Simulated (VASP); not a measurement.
**Cs: single point with r2SCAN**

Crystal: Cs.

```
Cs
1.0
    -3.13489    3.13489    3.13489
     3.13489   -3.13489    3.13489
     3.13489    3.13489   -3.13489
Cs
1
Direct
  0.00000 0.00000 0.00000
```

- Program: VASP 6.6.1
- Task: single point
- Functional: r2SCAN
- Potentials or basis: VASP PAW PBE potentials, release 64 (Cs_sv)
- Cutoff: 520 eV
- k mesh: 6 × 6 × 6
- Occupations: fermi-dirac, width 0.1 eV
- Spin: no spin polarisation
- Dipole correction: no
- Further INCAR settings: ALGO = Normal; EDIFF = 1e-06; NBANDS = 10

The pressure is 0.0 GPa. The band gap on the k mesh is zero (an odd number of electrons rules out a gap without spin polarisation).

Levels at points of the mesh, in eV from the Fermi level:
| k point | band 1 | band 2 | band 3 | band 4 | band 5 | band 6 | band 7 | band 8 | band 9 |
| --- | --- | --- | --- | --- | --- | --- | --- | --- | --- |
| (0.00, 0.00, 0.00) | -24.84 | -11.21 | -11.21 | -11.21 | -1.72 | 2.77 | 2.77 | 2.77 | 3.60 |
| (0.50, 0.00, 0.00) | -24.83 | -11.32 | -11.25 | -11.21 | 0.13 | 0.73 | 1.85 | 3.48 | 4.06 |
| (0.50, 0.50, 0.50) | -24.83 | -11.29 | -11.29 | -11.29 | 0.70 | 0.70 | 3.08 | 3.08 | 3.08 |

Run time: 40 s on 1 thread of Intel(R) Xeon(R) 6975P-C (Granite Rapids), with other jobs on the host, peak memory 0.26 GiB.

Caveat: the PAW data sets were made with another functional, which shifts forces and pressure a little; spin-orbit coupling is left out, which moves the levels of the heavy elements.
